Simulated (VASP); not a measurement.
# Sc12H (a cell with a defect) in VASP: notebook, part 2 of 2

VASP 6.6.1. Earlier steps stand in the parts before.

**3. Single point, PBE**

The input, INCAR:

```
SYSTEM = Sc12H
PREC = Accurate
ENCUT = 520
EDIFF = 1E-6
ISMEAR = 0
SIGMA = 0.05
LREAL = .FALSE.
LASPH = .TRUE.
NELM = 80
ALGO = Normal
ISIF = 2
LWAVE = .FALSE.
LCHARG = .FALSE.
GGA = PE
NBANDS = 78
```

The input, KPOINTS:

```
Automatic mesh
0
G
  3 2 3
  0 0 0
```

The input, POSCAR:

```
Sc12H
1.0
    6.6200000000      0.0000000000      0.0000000000
   -4.9650000000      8.5996320000      0.0000000000
    0.0000000000      0.0000000000      5.2761400000
Sc H
12 1
Direct
   -0.0002931053      0.0006774708     -0.0034057095
    0.1663393673      0.2222875351      0.4946457069
    0.0001456230      0.3333085648     -0.0034254209
    0.1633863994      0.5520735073      0.5005299329
   -0.0024839522      0.6654538241      0.0043865402
    0.1641167107      0.8902140231      0.4996209350
    0.5020381516      0.0024460349      0.0043907099
    0.6662906338      0.2221407846      0.4992712475
    0.4984637837      0.3321656089     -0.0026426516
    0.6667907347      0.5557397107      0.5026661537
    0.4999079698      0.6662664170      0.0046930142
    0.6704171770      0.8899969208      0.4999105407
    0.3327953664      0.7781769034      0.8760085972
```

Potentials or basis: VASP PAW PBE potentials, release 64 (Sc_sv, H).

Run with:

```
cat potpaw_PBE.64/Sc_sv/POTCAR potpaw_PBE.64/H/POTCAR > POTCAR
mpirun -np 1 vasp_std > vasp.out
```

OUTCAR:

```text
SYSTEM = Sc12H
   PREC = Accurate
   ENCUT = 520
   EDIFF = 1E-6
   ISMEAR = 0
   LREAL = .FALSE.
   LASPH = .TRUE.
   NELM = 80
   ISIF = 2
   GGA = PE

 ion  position               nearest neighbor table
   1  1.000  0.001  0.997-  12 3.23   6 3.23   2 3.25  12 3.26   6 3.26   2 3.26   9 3.30   3 3.30
                             7 3.30  11 3.31   7 3.32   5 3.32
   2  0.166  0.222  0.495-   9 3.24   1 3.25   3 3.25   1 3.26   3 3.26   9 3.27   4 3.28   6 3.29
                            12 3.29   8 3.31   8 3.31  10 3.31
   3  0.000  0.333  0.997-   4 3.22   2 3.25   8 3.25   4 3.26   2 3.26   8 3.27   7 3.29   1 3.30
                             9 3.30   5 3.31  11 3.31   9 3.32
   4  0.163  0.552  0.501-   3 3.22   5 3.25  11 3.25   3 3.26   5 3.28   8 3.28   2 3.28  11 3.29
                            10 3.31  10 3.31   6 3.36  12 3.36
   5  0.998  0.665  0.004-  13 2.04  10 3.24   4 3.25   6 3.25  10 3.26   4 3.28   6 3.29  11 3.30
                             9 3.31   3 3.31   1 3.32  11 3.32   7 3.34
   6  0.164  0.890  0.500-   1 3.23   5 3.25   7 3.25   1 3.26  12 3.27   2 3.29   5 3.29   7 3.29
                            10 3.31   8 3.31  12 3.35   4 3.36
   7  0.502  0.002  0.004-  13 2.04   8 3.22  12 3.25   6 3.25   8 3.27   9 3.29  12 3.29   3 3.29
                             6 3.29   1 3.30   1 3.32  11 3.33   5 3.34
   8  0.666  0.222  0.499-   7 3.22   3 3.25   9 3.25   9 3.26   7 3.27   3 3.27   4 3.28   2 3.31
                             6 3.31   2 3.31  10 3.31  12 3.31
   9  0.498  0.332  0.997-  10 3.24   2 3.24   8 3.25   8 3.26   2 3.27   7 3.29  10 3.29   1 3.30
                             3 3.30   5 3.31  11 3.31   3 3.32
  10  0.667  0.556  0.503-   5 3.24   9 3.24  11 3.25   5 3.26  11 3.26   9 3.29   4 3.31   6 3.31
                            12 3.31   8 3.31   2 3.31   4 3.31
  11  0.500  0.666  0.005-  13 2.04  12 3.24  10 3.25   4 3.25  10 3.26  12 3.29   4 3.29   5 3.30
                             3 3.31   9 3.31   1 3.31   5 3.32   7 3.33
  12  0.670  0.890  0.500-   1 3.23  11 3.24   7 3.25   1 3.26   6 3.27  11 3.29   7 3.29   2 3.29
                            10 3.31   8 3.31   6 3.35   4 3.36
  13  0.333  0.778  0.876-  11 2.04   5 2.04   7 2.04

  LATTYP: Found a simple monoclinic cell.
 ALAT       =     6.6200000000
 B/A-ratio  =     0.7970000000
 C/A-ratio  =     1.3228756170
[... 201 lines left out ...]
 Free energy of the ion-electron system (eV)
  ---------------------------------------------------
  ext. energy  EPLUGINS =         0.00000000
  ---------------------------------------------------
  free energy    TOTEN  =       -78.67765786 eV

  energy without entropy =      -78.63773323  energy(sigma->0) =      -78.65769555

 E-fermi :   3.6428     XC(G=0):  -9.8574

 val. band max:        3.6287637765   @ k =   0.3333   0.0000   0.3333
 cond. band min:       3.6444217543   @ k =   0.0000   0.0000   0.0000
 fundamental gap:      0.0156579778
 Fermi energy:         3.6427646404

 k-point     1 :       0.0000    0.0000    0.0000
  band No.  band energies     occupation
      1     -45.8444      2.00000
      2     -45.8239      2.00000
      3     -45.8182      2.00000
      4     -45.7561      2.00000
      5     -45.7254      2.00000
      6     -45.7174      2.00000
[... 799 lines left out ...]
     77       4.5969      0.00000
     78       4.6635      0.00000

------------------------ aborting loop because EDIFF is reached ----------------------------------------

  FORCE on cell =-STRESS in cart. coord.  units (eV):
  Direction    XX          YY          ZZ          XY          YZ          ZX
  --------------------------------------------------------------------------------------
  -------------------------------------------------------------------------------------
  Total       -0.2627502     -0.2624916     -2.1306808      0.0735061      0.0594946      0.0854782
  in kB       -1.4015204     -1.4001412    -11.3651404      0.3920845      0.3173467      0.4559445
  external PRESSURE =      -4.7222673 kB  Pullay stress =       0.0000000 kB

 VOLUME and BASIS-vectors are now :
 -----------------------------------------------------------------------------
  energy-cutoff  :      520.00
  volume of cell :      300.37
      direct lattice vectors                 reciprocal lattice vectors
     6.620000000  0.000000000  0.000000000     0.151057402  0.087213034  0.000000000
    -4.965000000  8.599632000  0.000000000     0.000000000  0.116284046  0.000000000
     0.000000000  0.000000000  5.276140000     0.000000000  0.000000000  0.189532499

 POSITION                                       TOTAL-FORCE (eV/Angst)
 -----------------------------------------------------------------------------------
      6.61470      0.00583      5.25817        -0.000259      0.008062      0.027313
     -0.00249      1.91159      2.60982        -0.009133     -0.013827     -0.013560
     -1.65391      2.86633      5.25807        -0.014636     -0.010331      0.022187
     -1.65943      4.74763      2.64087        -0.003978      0.023964      0.102792
      3.29958      5.72266      0.02314         0.024659      0.011013      0.101295
     -3.33346      7.65551      2.63607         0.021031      0.002373      0.085141
      3.31135      0.02103      0.02317         0.003113     -0.043943      0.088664
      3.30792      1.91033      2.63422         0.008613      0.008223      0.057617
      1.65063      2.85650      5.26220         0.009263      0.009396      0.036385
      1.65491      4.77916      2.65214        -0.004968     -0.012657      0.114039
      0.00138      5.72965      0.02476        -0.004351     -0.000251      0.116935
      0.01933      7.65365      2.63760        -0.022670      0.000727      0.094115
     -1.66054      6.69204      4.62194        -0.006684      0.017250     -0.832922
 -----------------------------------------------------------------------------------
    total drift:                               -0.000554      0.000048     -0.000269

  FREE ENERGIE OF THE ION-ELECTRON SYSTEM (eV)
  ---------------------------------------------------
  free  energy   TOTEN  =       -78.6776578593 eV

  energy  without entropy=      -78.6377332329  energy(sigma->0) =      -78.65769555
```

OSZICAR:

```text
N       E                     dE             d eps       ncg     rms          rms(c)
DAV:   1     0.311240077981E+04    0.31124E+04   -0.56677E+04  1576   0.180E+03
DAV:   2     0.188590930765E+03   -0.29238E+04   -0.28994E+04  2272   0.864E+02
DAV:   3    -0.695483468660E+02   -0.25814E+03   -0.25151E+03  2532   0.363E+02
[... 11 lines left out ...]
DAV:  15    -0.786776590348E+02    0.21431E-04   -0.37714E-04  2128   0.157E-01    0.265E-02
DAV:  16    -0.786776618182E+02   -0.27833E-05   -0.88189E-05  2312   0.706E-02    0.127E-02
DAV:  17    -0.786776600040E+02    0.18142E-05   -0.30010E-05  2136   0.431E-02    0.678E-03
DAV:  18    -0.786776588450E+02    0.11590E-05   -0.74507E-06  1600   0.222E-02    0.354E-03
DAV:  19    -0.786776578593E+02    0.98570E-06   -0.13587E-06  1200   0.137E-02
   1 F= -.78677658E+02 E0= -.78657696E+02  d E =-.399246E-01
```

stdout:

```text
POSCAR found type information on POSCAR ScH
 POSCAR found :  2 types and      13 ions
 scaLAPACK will be used
 LDA part: xc-table for (Slater+PW92), standard interpolation
 -----------------------------------------------------------------------------
|                                                                             |
|           W    W    AA    RRRRR   N    N  II  N    N   GGGG   !!!           |
|           W    W   A  A   R    R  NN   N  II  NN   N  G    G  !!!           |
|           W    W  A    A  R    R  N N  N  II  N N  N  G       !!!           |
|           W WW W  AAAAAA  RRRRR   N  N N  II  N  N N  G  GGG   !            |
|           WW  WW  A    A  R   R   N   NN  II  N   NN  G    G                |
|           W    W  A    A  R    R  N    N  II  N    N   GGGG   !!!           |
|                                                                             |
|     Your reciprocal lattice and k-lattice belong to different lattice       |
|     classes:                                                                |
|                                                                             |
|        The reciprocal lattice is simple monoclinic,                         |
|        whereas your k-lattice is hexagonal.                                 |
|                                                                             |
|     Results are often still useful ...                                      |
|                                                                             |
 -----------------------------------------------------------------------------

 POSCAR, INCAR and KPOINTS ok, starting setup
 FFT: planning ... GRIDC
 FFT: planning ... GRID_SOFT
 FFT: planning ... GRID
 WAVECAR not read
 entering main loop
```

Run time: 8.1 min. Hardware: 1 thread of Intel Xeon Platinum 8375C at 2.90GHz (Ice Lake), shared host; peak memory 0.47 GiB.

Results:

| Property | Result |
| --- | --- |
| Free energy | -78.6777 eV |
| Pressure | -0.5 GPa |
| Largest force | 0.833 eV/Å |
| Band gap on the k mesh | zero (an odd number of electrons rules out a gap without spin polarisation) |

Forces in eV/Å, atoms in the order of the input:
```
Sc   0.000  0.008  0.027
Sc  -0.009 -0.014 -0.014
Sc  -0.015 -0.010  0.022
Sc  -0.004  0.024  0.103
Sc   0.025  0.011  0.101
Sc   0.021  0.002  0.085
Sc   0.003 -0.044  0.089
Sc   0.009  0.008  0.058
Sc   0.009  0.009  0.036
Sc  -0.005 -0.013  0.114
Sc  -0.004  0.000  0.117
Sc  -0.023  0.001  0.094
H   -0.007  0.017 -0.833
```

Levels at points of the mesh, in eV from the Fermi level:
```csv
k point,band 64,band 65,band 66,band 67,band 68,band 69
"(0.00, 0.00, 0.00)",-0.50,-0.48,-0.31,-0.30,-0.29,0.00
"(0.00, 0.50, 0.00)",-0.54,-0.34,-0.31,-0.30,-0.28,-0.04
```

Caveat: the k points lie up to 0.40 Å⁻¹ apart, too coarse for converged energies and pressures of a metal.
